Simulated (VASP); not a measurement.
A run of VASP 6.6.1:

The input INCAR:

```
SYSTEM = EuMn2Sb2
PREC = Accurate ; ENCUT = 520
EDIFF = 1E-6 ; ISMEAR = -1
SIGMA = 0.1 ; LREAL = .False.
LASPH = .True. ; NELM = 150
ALGO = Normal ; ISIF = 2
LWAVE = .False. ; LCHARG = .True.
ISPIN = 2 ; MAGMOM = 0 0 4.5 4.5 7
LORBIT = 11 ; LMAXMIX = 6
LDAU = .True. ; LDAUTYPE = 2
LDAUL = -1 2 3 ; LDAUU = 0 2.57 2.54
LDAUJ = 0 0 0 ; LDAUPRINT = 1
GGA = PE ; LELF = .True.
LVHAR = .True. ; NBANDS = 38
```

KPOINTS

```
Automatic mesh
0
Gamma
  5 5 3
  0 0.5 0
```

POSCAR

```
EuMn2Sb2
1.0
    4.6379187838      0.0002217123      0.0004616957
   -2.3185959322      4.0070643551      0.0005445124
   -0.0004432776      0.0037325303      7.6525696932
Sb Mn Eu
2 2 1
Direct
    0.3221693960      0.6670793592      0.2479836270
    0.6554868197      0.3337648670      0.7340414255
    0.3219840358      0.6667862863      0.6126135981
    0.6557372491      0.3341884249      0.3682696851
    0.9888504995      0.0004250626     -0.0079473357
```

Potentials or basis: VASP PAW PBE potentials, release 64 (Sb, Mn_pv, Eu).

Run with:

```console
$ cat potpaw_PBE.64/Sb/POTCAR potpaw_PBE.64/Mn_pv/POTCAR potpaw_PBE.64/Eu/POTCAR > POTCAR
$ mpirun -np 1 vasp_std > vasp.out
```

Hardware: 1 thread of AMD EPYC 9R45 96-Core Processor (Zen 5), with other jobs on the host.

Q: How long does it take, and how much memory?

A: Wall time 12 min on 1 thread of AMD EPYC 9R45 96-Core Processor (Zen 5) (shared host), peak memory 0.53 GiB. Counts: scf iterations 33, k points 38.
